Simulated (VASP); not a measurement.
# MnO: single point with LDA

Crystal: MnO.

```
Mn O
1.0
     0.00000    2.25317    2.25317
     2.25317    0.00000    2.25317
     2.25317    2.25317    0.00000
Mn O
1 1
Direct
  0.00000 0.00000 0.00000
  0.50000 0.50000 0.50000
```

```json
{
  "Program": "VASP 6.6.1",
  "Task": "single point",
  "Functional": "LDA",
  "Potentials or basis": "VASP PAW LDA potentials, release 64 (Mn_pv, O)",
  "Cutoff": "520 eV",
  "k mesh": "10 × 10 × 10",
  "Occupations": "fermi-dirac, width 0.05 eV",
  "Spin": "collinear spin, ferromagnetic start",
  "Starting moments": "[4.0, 0.0] μB"
}
```

- Pressure: -19.9 GPa
- Net moment: 4.66 μB per cell
- Site moments: Mn +4.22; O +0.19 μB
- Valence electrons inside the program's atomic spheres: Mn 11.34; O 4.91

Levels at points of the mesh, in eV from the Fermi level:
Spin up:
| k point | band 9 | band 10 | band 11 | band 12 | band 13 | band 14 | band 15 | band 16 |
| --- | --- | --- | --- | --- | --- | --- | --- | --- |
| (0.00, 0.00, 0.00) | -2.92 | -2.92 | -2.45 | -2.45 | -0.52 | 13.92 | 15.99 | 15.99 |
| (0.50, 0.00, 0.00) | -2.07 | -1.68 | 0.26 | 0.26 | 3.46 | 7.42 | 11.57 | 11.57 |
| (0.50, 0.50, 0.00) | -2.05 | -1.81 | -1.81 | -1.74 | 4.79 | 7.60 | 10.28 | 13.19 |
Spin down:
```csv
k point,band 5,band 6,band 7,band 8,band 9,band 10
"(0.00, 0.00, 0.00)",-3.17,-3.17,-3.17,0.49,0.49,0.49
"(0.50, 0.00, 0.00)",-7.11,-4.63,-4.63,1.63,1.64,1.64
"(0.50, 0.50, 0.00)",-6.14,-4.12,-4.12,-0.96,1.67,1.84
```

It took 55 s on 1 thread of AMD EPYC 7R13 Processor (Zen 3), on a shared host, peak memory 0.12 GiB.

Caveat: a cell with one magnetic atom can't hold antiferromagnetic order, which such compounds often take; semilocal functionals often make such compounds metallic where correlation or magnetic order opens a gap, which also shifts bond lengths. With open d or f shells a metallic result of LDA can be an artefact of self-interaction; +U or a hybrid may open a gap.
